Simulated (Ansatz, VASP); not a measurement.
# Two plane-wave programs on CuO

```
CELL_PARAMETERS angstrom
1.99097 -2.15355 0.00000
1.99097 2.15355 0.00000
0.00000 0.00000 5.15593
ATOMIC_POSITIONS crystal
Cu 0.00000 0.50000 0.00000
Cu 0.50000 0.00000 0.50000
O 0.50000 0.50000 0.25000
O 0.50000 0.50000 0.75000
```

Alike in both runs: task single point; functional PBEsol; k mesh 8 × 8 × 4; occupations gaussian, width 0.1 eV; no spin polarisation.

```csv
,VASP,Ansatz
version,VASP 6.6.1,Ansatz 0.2.0
potentials or method,"VASP PAW PBE potentials, release 64 (Cu_sv_GW, O), cutoff 820 eV","scalar-relativistic, plane waves, PAW"
valence electrons in the cell,50,50
```

```csv
,VASP,Ansatz,Ansatz less VASP
gap on the k mesh at the Fermi level (eV),none,none,-
pressure (GPa),-6.8,-6.1,+0.78
"traceless stress, the component that is largest in VASP (GPa)",1.47,1.50,+0.030
```

VASP's potentials were made for PBE, not for PBEsol. A gap of «none» marks a metal or a gap that the smearing closes.
